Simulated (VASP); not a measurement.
# CdS (Pmmn) in VASP: single point with r2SCAN

Aim: the single point of CdS with r2SCAN.

Program: VASP 6.6.1. These are calculated values, not measurements. Logs are shortened: lines on timing, memory, paths and dates and some standing lists are left out, and cuts for length are marked.

## 1. The cell of the first run

It takes space group Pmmn (No. 59, orthorhombic). The conventional cell has a = 3.937 Å, b = 5.567 Å, c = 3.821 Å, α = 90.00°, β = 90.00°, γ = 90.00°. Cd (site symmetry mm2) has 6 S at 2.74 to 2.78 Å within 3.6 Å. Within 3.6 Å of S (site symmetry mm2) lie 6 Cd at 2.74 to 2.78 Å.

## 2. Single point, r2SCAN

File POSCAR:

```
CdS
1.0
    3.9374244000      0.0000000000      0.0000000000
    0.0000000000      5.5666049000      0.0000000000
    0.0000000000      0.0000000000      3.8212920302
Cd S
2 2
Direct
    0.5000000000      0.5000000000      0.2430300000
    0.0000000000      0.0000000000      0.7569700000
    0.5000000000      0.0000000000      0.2551600000
    0.0000000000      0.5000000000      0.7448400000
```

File INCAR.step1:

```
SYSTEM = CdS
  PREC = Accurate
  ENCUT = 520
  ISMEAR = -1
  SIGMA = 0.02
  LREAL = .FALSE.
  LASPH = .TRUE.
  NELM = 100
  NBANDS = 26
  GGA = PE
  ALGO = Normal
  EDIFF = 1E-4
  LWAVE = .TRUE.
  LCHARG = .FALSE.
```

File INCAR.step2:

```
SYSTEM = CdS
  PREC = Accurate
  ENCUT = 520
  EDIFF = 1E-6
  ISMEAR = -1
  SIGMA = 0.02
  LREAL = .FALSE.
  LASPH = .TRUE.
  NELM = 100
  ALGO = Normal
  ISIF = 2
  LWAVE = .FALSE.
  LCHARG = .TRUE.
  METAGGA = R2SCAN
  LMIXTAU = .TRUE.
  LELF = .TRUE.
  LVHAR = .TRUE.
  NBANDS = 26
  ISTART = 1
```

File KPOINTS:

```
Automatic mesh
0
G
  6 4 6
  0 0 0
```

Potentials or basis: VASP PAW PBE potentials, release 64 (Cd, S).

Launch:

```sh
cat potpaw_PBE.64/Cd/POTCAR potpaw_PBE.64/S/POTCAR > POTCAR
cp INCAR.step1 INCAR
mpirun -np 1 vasp_std > vasp.out
cp INCAR.step2 INCAR
mpirun -np 1 vasp_std > vasp.out
```

OUTCAR:

```text
SYSTEM = CdS
   PREC = Accurate
   ENCUT = 520
   EDIFF = 1E-6
   ISMEAR = -1
   LREAL = .FALSE.
   LASPH = .TRUE.
   NELM = 100
   ISIF = 2
   METAGGA = R2SCAN
   ISTART = 1

 ion  position               nearest neighbor table
   1  0.500  0.500  0.243-   4 2.74   4 2.74   4 2.75   4 2.75   3 2.78   3 2.78
   2  0.000  0.000  0.757-   3 2.74   3 2.74   3 2.75   3 2.75   4 2.78   4 2.78
   3  0.500  0.000  0.255-   2 2.74   2 2.74   2 2.75   2 2.75   1 2.78   1 2.78
   4  0.000  0.500  0.745-   1 2.74   1 2.74   1 2.75   1 2.75   2 2.78   2 2.78

  LATTYP: Found a simple orthorhombic cell.
 ALAT       =     3.8212920302
 B/A-ratio  =     1.0303908649
 C/A-ratio  =     1.4567337058

  Lattice vectors:

 A1 = (   0.0000000000,   0.0000000000,   3.8212920302)
 A2 = (   3.9374244000,   0.0000000000,   0.0000000000)
 A3 = (   0.0000000000,   5.5666049000,   0.0000000000)

Analysis of symmetry for initial positions (statically):
=====================================================================
 Subroutine PRICEL returns:
 Original cell was already a primitive cell.

 Routine SETGRP: Setting up the symmetry group for a
 simple orthorhombic supercell.

 Subroutine GETGRP returns: Found  8 space group operations
 (whereof  4 operations were pure point group operations)
 out of a pool of  8 trial point group operations.

The static configuration has the point symmetry C_2v.
 The point group associated with its full space group is D_2h.

Analysis of symmetry for dynamics (positions and initial velocities):
=====================================================================
 Subroutine PRICEL returns:
 Original cell was already a primitive cell.

 Routine SETGRP: Setting up the symmetry group for a
 simple orthorhombic supercell.

 Subroutine GETGRP returns: Found  8 space group operations
 (whereof  4 operations were pure point group operations)
 out of a pool of  8 trial point group operations.

The dynamic configuration has the point symmetry C_2v.
 The point group associated with its full space group is D_2h.

 Subroutine INISYM returns: Found  8 space group operations
 (whereof  4 operations are pure point group operations),
 and found     1 'primitive' translations

----------------------------------------------------------------------------------------

                                     Primitive cell

  volume of cell :      83.7554

  direct lattice vectors                    reciprocal lattice vectors
     3.937424400  0.000000000  0.000000000     0.253973130  0.000000000  0.000000000
     0.000000000  5.566604900  0.000000000     0.000000000  0.179642712  0.000000000
     0.000000000  0.000000000  3.821292030     0.000000000  0.000000000  0.261691593

  length of vectors
     3.937424400  5.566604900  3.821292030     0.253973130  0.179642712  0.261691593

  position of ions in fractional coordinates (direct lattice)
     0.500000000  0.500000000  0.243030000
     0.000000000  0.000000000  0.756970000
     0.500000000  0.000000000  0.255160000
     0.000000000  0.500000000  0.744840000

  ion indices of the primitive-cell ions
   primitive index   ion index
                 1           1
                 2           2
                 3           3
                 4           4

----------------------------------------------------------------------------------------

 KPOINTS: Automatic mesh

Automatic generation of k-mesh.
 Grid dimensions read from file:
 generate k-points for:    6    4    6

 Generating k-lattice:

  Cartesian coordinates                     Fractional coordinates (reciprocal lattice)
     0.042328855  0.000000000  0.000000000     0.166666667  0.000000000  0.000000000
     0.000000000  0.044910678  0.000000000     0.000000000  0.250000000  0.000000000
     0.000000000  0.000000000  0.043615266     0.000000000  0.000000000  0.166666667

  Length of vectors
     0.042328855  0.044910678  0.043615266

  Shift w.r.t. Gamma in fractional coordinates (k-lattice)
     0.000000000  0.000000000  0.000000000

 Subroutine IBZKPT returns following result:
 ===========================================

 Found     48 irreducible k-points:

 Following reciprocal coordinates:
            Coordinates               Weight
  0.000000  0.000000  0.000000      1.000000
  0.166667  0.000000  0.000000      2.000000
  0.333333  0.000000  0.000000      2.000000
  0.500000  0.000000  0.000000      1.000000
  0.000000  0.250000  0.000000      2.000000
  0.166667  0.250000  0.000000      4.000000
[... 16 lines left out ...]
  0.333333  0.500000  0.166667      4.000000
  0.500000  0.500000  0.166667      2.000000
 [... further k-points ...]
   k-points           NKPTS =     48   k-points in BZ     NKDIM =     48   number of bands    NBANDS=     26
   number of dos      NEDOS =    301   number of ions     NIONS =      4
   total plane-waves  NPLWV =  35280
   dimension x,y,z NGX =    30 NGY =   42 NGZ =   28
   dimension x,y,z NGXF=    60 NGYF=   84 NGZF=   56
   ions per type =               2   2
   NGX,Y,Z   is equivalent  to a cutoff of  12.67, 12.54, 12.18 a.u.
   NGXF,Y,Z  is equivalent  to a cutoff of  25.33, 25.09, 24.36 a.u.
 SYSTEM =  CdS
   PREC   = accura    normal or accurate (medium, high low for compatibility)
   ISTART =      1    job   : 0-new  1-cont  2-samecut
   ICHARG =      0    charge: 1-file 2-atom 10-const
   ISPIN  =      1    spin polarized calculation?
   LNONCOLLINEAR =      F non collinear calculations
   LSORBIT =      F    spin-orbit coupling
   LASPH  =      T    aspherical Exc in radial PAW
   ENCUT  =  520.0 eV  38.22 Ry    6.18 a.u.   7.32 10.35  7.11*2*pi/ulx,y,z
   NELM   =    100;   NELMIN=  2; NELMDL=  0     # of ELM steps
   EDIFF  = 0.1E-05   stopping-criterion for ELM
   LREAL  =      F    real-space projection
   EDIFFG = 0.1E-04   stopping-criterion for IOM
   NSW    =      0    number of steps for IOM
   IBRION =     -1    ionic relax: 0-MD 1-quasi-New 2-CG
   NFREE  =      0    steps in history (QN), initial steepest desc. (CG)
   ISIF   =      2    stress and relaxation
   ISYM   =      2    0-nonsym 1-usesym 2-fastsym
   POTIM  = 0.5000    time-step for ionic-motion
   TEBEG  =    0.0;   TEEND  =   0.0 temperature during run
   PSTRESS=    0.0 pullay stress
   NELECT =      36.0000    total number of electrons
   NUPDOWN=      -1.0000    fix difference up-down
   EMIN   =  10.00;   EMAX   =-10.00  energy-range for DOS
   EFERMI =   0.00;   METHOD = LEGACY
   ISMEAR =    -1;   SIGMA  =   0.02  broadening in eV -4-tet -1-fermi 0-gaus
   EFERMI_NEDOS =   21; number of points for ismear=-14 and -15
   IALGO  =     38    algorithm
   IMIX   =      4    mixing-type and parameters
     AMIX     =   0.40;   BMIX     =  1.00
     AMIX_MAG =   1.60;   BMIX_MAG =  1.00
  volume/ion in A,a.u.               =      20.94       141.30
  Fermi-wavevector in a.u.,A,eV,Ry     =   1.235487  2.334731 20.768303  1.526427
  Thomas-Fermi vector in A             =   2.370134
   LORBIT       =      0    0 simple, 1 ext, 2 COOP (PROOUT), +10 PAW based schemes
   METAGGA = R2SCAN    functional components
   LHFCALC =     F    Hartree Fock is set to
   AEXX    =    0.0000 exact exchange contribution
   IVDW    =     0    specifies the selected vdW correction
   LEPSILON=     F    determine dielectric tensor
   LRPA    =     F    only Hartree local field effects (RPA)
 non-spin polarized calculation
  energy-cutoff  :      520.00
  volume of cell :       83.76
 maximum number of plane-waves:      2280
 NGX is ok and might be reduce to    30
   NGX = 15   NGY = 21   NGZ = 15

 number of electron      36.0000030 magnetization

 Free energy of the ion-electron system (eV)
  ---------------------------------------------------
  ext. energy  EPLUGINS =         0.00000000
  ---------------------------------------------------
  free energy    TOTEN  =       -59.02014194 eV

  energy without entropy =      -59.02014194  energy(sigma->0) =      -59.02014194

 E-fermi :   2.8422     XC(G=0): -10.8331

 val. band max:        2.5329073492   @ k =   0.5000   0.5000   0.0000
 cond. band min:       3.1490332679   @ k =   0.5000   0.0000   0.5000
 fundamental gap:      0.6161259187
 Fermi energy:         2.8422409484

 k-point     1 :       0.0000    0.0000    0.0000
  band No.  band energies     occupation
      1     -10.6763      2.00000
      2      -9.8328      2.00000
      3      -5.5142      2.00000
      4      -5.3916      2.00000
      5      -5.3692      2.00000
      6      -5.3658      2.00000
[... 18 lines left out ...]
     25      12.9179      0.00000
     26      14.1714      0.00000

 k-point     2 :       0.1667    0.0000    0.0000
  band No.  band energies     occupation
      1     -10.5254      2.00000
      2      -9.7654      2.00000
      3      -5.4927      2.00000
      4      -5.4295      2.00000
      5      -5.4282      2.00000
      6      -5.3824      2.00000
[... 18 lines left out ...]
     25      12.3211      0.00000
     26      12.6022      0.00000

 k-point     3 :       0.3333    0.0000    0.0000
  band No.  band energies     occupation
      1     -10.1462      2.00000
      2      -9.6645      2.00000
      3      -5.5483      2.00000
      4      -5.5341      2.00000
      5      -5.5062      2.00000
      6      -5.4900      2.00000
[... 18 lines left out ...]
     25      11.0260      0.00000
     26      11.1130      0.00000

 k-point     4 :       0.5000    0.0000    0.0000
  band No.  band energies     occupation
      1      -9.7720      2.00000
      2      -9.7720      2.00000
      3      -5.5983      2.00000
      4      -5.5983      2.00000
      5      -5.5643      2.00000
      6      -5.5643      2.00000
[... 18 lines left out ...]
     25      10.1574      0.00000
     26      10.1574      0.00000
[... 496 lines left out ...]
      1      -9.9403      2.00000
      2      -9.9403      2.00000
      3      -5.5542      2.00000
      4      -5.5542      2.00000
      5      -5.5035      2.00000
      6      -5.5035      2.00000
[... 18 lines left out ...]
     25      10.5190      0.00000
     26      10.5190      0.00000

 k-point    23 :       0.3333    0.5000    0.1667
  band No.  band energies     occupation
      1      -9.7410      2.00000
      2      -9.7410      2.00000
      3      -5.6182      2.00000
      4      -5.6182      2.00000
      5      -5.5430      2.00000
      6      -5.5430      2.00000
[... 18 lines left out ...]
     25      10.6159      0.00000
     26      10.6159      0.00000

 k-point    24 :       0.5000    0.5000    0.1667
  band No.  band energies     occupation
      1      -9.6333      2.00000
      2      -9.6333      2.00000
      3      -5.6156      2.00000
      4      -5.6156      2.00000
      5      -5.5087      2.00000
      6      -5.5087      2.00000
[... 18 lines left out ...]
     25      11.0547      0.00000
     26      11.0547      0.00000

 [... further k-points ...]

------------------------ aborting loop because EDIFF is reached ----------------------------------------

  FORCE on cell =-STRESS in cart. coord.  units (eV):
  Direction    XX          YY          ZZ          XY          YZ          ZX
  --------------------------------------------------------------------------------------
  -------------------------------------------------------------------------------------
  Total       -1.4538988     -1.4442000     -0.2856219      0.0000000      0.0000000      0.0000000
  in kB      -27.8119792    -27.6264495     -5.4637294      0.0000000      0.0000000      0.0000000
  external PRESSURE =     -20.3007194 kB  Pullay stress =       0.0000000 kB

 VOLUME and BASIS-vectors are now :
 -----------------------------------------------------------------------------
  energy-cutoff  :      520.00
  volume of cell :       83.76
      direct lattice vectors                 reciprocal lattice vectors
     3.937424400  0.000000000  0.000000000     0.253973130  0.000000000  0.000000000
     0.000000000  5.566604900  0.000000000     0.000000000  0.179642712  0.000000000
     0.000000000  0.000000000  3.821292030     0.000000000  0.000000000  0.261691593

 POSITION                                       TOTAL-FORCE (eV/Angst)
 -----------------------------------------------------------------------------------
      1.96871      2.78330      0.92869         0.000000      0.000000      0.022099
      0.00000      0.00000      2.89260         0.000000      0.000000     -0.022099
      1.96871      0.00000      0.97504         0.000000      0.000000     -0.029707
      0.00000      2.78330      2.84625         0.000000      0.000000      0.029707
 -----------------------------------------------------------------------------------
    total drift:                                0.000000      0.000000      0.000000

  FREE ENERGIE OF THE ION-ELECTRON SYSTEM (eV)
  ---------------------------------------------------
  free  energy   TOTEN  =       -59.0201419393 eV

  energy  without entropy=      -59.0201419351  energy(sigma->0) =      -59.02014194
```

Run time: 3.3 min. Hardware: 1 thread of Intel Xeon Platinum 8488C (Sapphire Rapids), shared host; peak memory 0.24 GiB.

Results:

* Free energy: -59.0201 eV
* Pressure: -2.0 GPa
* Largest force: 0.030 eV/Å
* Band gap on the k mesh: 0.62 eV

Forces in eV/Å, atoms in the order of the input:
```
Cd   0.000  0.000  0.022
Cd   0.000  0.000 -0.022
S    0.000  0.000 -0.030
S    0.000  0.000  0.030
```

Stress tensor (GPa, compression positive):
```
-2.78  0.00  0.00
 0.00 -2.76  0.00
 0.00  0.00 -0.55
```

Caveat: the PAW data sets were made with another functional, which shifts forces and pressure a little. A k mesh can miss the band edges.
